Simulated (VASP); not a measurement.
Here is a VASP 6.6.1 calculation.

Contents of INCAR:

```
SYSTEM = CoO
PREC = Accurate
ENCUT = 520
EDIFF = 1E-6
ISMEAR = 0
SIGMA = 0.05
LREAL = .False.
LASPH = .True.
NELM = 150
ALGO = Normal
ISIF = 2
LWAVE = .False.
LCHARG = .False.
ISPIN = 2
MAGMOM = 2 0
LORBIT = 11
LMAXMIX = 4
LDAU = .True.
LDAUTYPE = 2
LDAUL = 2 -1
LDAUU = 3 0
LDAUJ = 0 0
LDAUPRINT = 1
GGA = PS
NBANDS = 18
```

File KPOINTS:

```
regular mesh
0
Gamma
  7 7 7
  0 0 0
```

POSCAR

```
CoO
1.0
    0.0000000000      2.3436418400      2.3436418400
    2.3436418400      0.0000000000      2.3436418400
    2.3436418400      2.3436418400      0.0000000000
Co O
1 1
Direct
    0.0000000000      0.0000000000      0.0000000000
    0.2500000000      0.2500000000      0.2500000000
```

Potentials or basis: VASP PAW PBE potentials, release 64 (Co, O).

Run with:

```sh
$ cat potpaw_PBE.64/Co/POTCAR potpaw_PBE.64/O/POTCAR > POTCAR
$ mpirun -np 1 vasp_std > vasp.out
```

Question: Predict the pressure.

Answer: -11.7 GPa.

Question: Estimate the band gap on the k mesh.

Answer: 0.42 eV.

Question: Predict the site moments.

Answer: Co +2.69; O +0.19 μB.

Question: Predict the net moment.

Answer: 3.00 μB per cell.

Eigenvalues of the final occupation matrices:
```csv
site,spin,trace,eigenvalues
site 1 d,1,4.88,0.97 0.97 0.98 0.98 0.98
site 1 d,2,2.25,0.12 0.12 0.12 0.95 0.95
```

Caveat: the cell stands under tension; the PAW data sets were made with another functional, which shifts forces and pressure a little; a cell with one magnetic atom can't hold antiferromagnetic order, which such compounds often take. The state reached can hang on the start; a lower one may exist.
